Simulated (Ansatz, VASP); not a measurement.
BiSb4: VASP beside Ansatz

```
CELL_PARAMETERS angstrom
2.21985 1.28163 9.10726
-2.21985 1.28163 9.10726
0.00000 -2.56326 9.10726
ATOMIC_POSITIONS crystal
Sb 0.40299 0.40299 0.40299
Sb 0.80070 0.80070 0.80070
Sb 0.19930 0.19930 0.19930
Sb 0.59701 0.59701 0.59701
Bi 0.00000 0.00000 0.00000
```

Alike in both runs: functional PBE; k mesh 12 × 12 × 12; occupations gaussian, width 0.1 eV; no spin polarisation.

Ansatz relaxed the structure, and its values are those at the end. VASP's run is a single point on that final structure, the one shown.

|  | VASP | Ansatz |
| --- | --- | --- |
| version | VASP 6.6.1 | Ansatz 0.2.0 |
| potentials or method | VASP PAW PBE potentials, release 64 (Sb, Bi_d), cutoff 520 eV | scalar-relativistic, plane waves, PAW |
| valence electrons in the cell | 35 | 75 |

|  | VASP | Ansatz | Ansatz less VASP |
| --- | --- | --- | --- |
| gap on the k mesh at the Fermi level (eV) | none | none | - |
| pressure (GPa) | 0.0 | 0.0 | +0.05 |

A gap of «none» marks a metal or a gap that the smearing closes. With one functional, cell and mesh, what is left measures potentials, basis and numerics. VASP's potentials hold 35 valence electrons a cell and Ansatz's 75, so a difference there can come from the potentials and not from the codes.

Neither program's run includes spin-orbit coupling.
